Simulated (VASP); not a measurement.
The system is Be2C.

```
C Be
1.0
     0.00000    2.17934    2.17934
     2.17934    0.00000    2.17934
     2.17934    2.17934    0.00000
C Be
1 2
Cartesian
  0.0000 0.0000 0.0000
  3.2690 3.2690 3.2690
  1.0897 1.0897 1.0897
```

This cell differs from its parent crystal: volume scaled by 1.02.

Base run:

```yaml
Program: VASP 6.6.1
Functional: PBEsol
Potentials_or_basis: VASP PAW PBE potentials, release 64 (C, Be)
Cutoff: 600 eV
k_mesh: 11 × 11 × 11
Occupations: fermi-dirac, width 0.05 eV
Spin: no spin polarisation
```

Its results: band gap on the k mesh 1.15 eV, indirect (least direct gap 4.05 eV); pressure -5.9 GPa.

Task: The run is repeated on the same cell with these changes: functional from PBEsol to PBE. What comes out?

Result: Band gap on the k mesh 1.24 eV, indirect (least direct gap 4.09 eV); pressure -3.8 GPa.

PBE binds less tightly than PBEsol, so the same cell stands under more pressure.

Caveats: the PAW data sets were made with another functional, which shifts forces and pressure a little (some runs).

A k mesh can miss the band edges.
